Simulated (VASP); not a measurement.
## VOs: single point with LDA

The system is VOs.

```
CELL_PARAMETERS angstrom
2.76341 0.00000 0.00000
-1.38171 2.39319 0.00000
0.00000 0.00000 4.25802
ATOMIC_POSITIONS crystal
V 0.66667 0.33333 0.00000
Os 0.00000 0.00000 0.50000
```

```json
{
  "Program": "VASP 6.6.1",
  "Task": "single point",
  "Functional": "LDA",
  "Potentials or basis": "VASP PAW LDA potentials, release 64 (V_sv, Os)",
  "Cutoff": "600 eV",
  "k mesh": "6 × 6 × 3",
  "Occupations": "fermi-dirac, width 0.05 eV",
  "Spin": "collinear spin, ferromagnetic start",
  "Starting moments": "[2.0, 0.0] μB"
}
```

```yaml
Pressure: -16.2 GPa
Net_moment: 0.00 μB per cell
Valence_electrons_inside_the_program's_atomic_spheres: V 11.64; Os 7.56
```

Stress tensor (GPa, compression positive):
```
-18.17   0.00   0.00
  0.00 -18.17   0.00
  0.00   0.00 -12.27
```

Levels at points of the mesh, in eV from the Fermi level:
Spin up:
| k point | band 8 | band 9 | band 10 | band 11 | band 12 | band 13 |
| --- | --- | --- | --- | --- | --- | --- |
| (0.00, 0.00, 0.00) | -2.22 | -0.33 | -0.18 | -0.18 | 0.34 | 0.34 |
| (0.50, 0.00, 0.00) | -1.77 | -1.58 | -0.37 | 0.15 | 2.43 | 2.95 |
Spin down:
```csv
k point,band 8,band 9,band 10,band 11,band 12,band 13
"(0.00, 0.00, 0.00)",-2.22,-0.33,-0.18,-0.18,0.34,0.34
"(0.50, 0.00, 0.00)",-1.77,-1.58,-0.37,0.15,2.43,2.95
```

It took 12 s on 1 thread of Intel(R) Xeon(R) Platinum 8559C (Emerald Rapids), with other jobs on the host, peak memory 0.16 GiB.

Caveat: the k points lie up to 0.49 Å⁻¹ apart; spin-orbit coupling is left out, which moves the levels of the heavy elements.
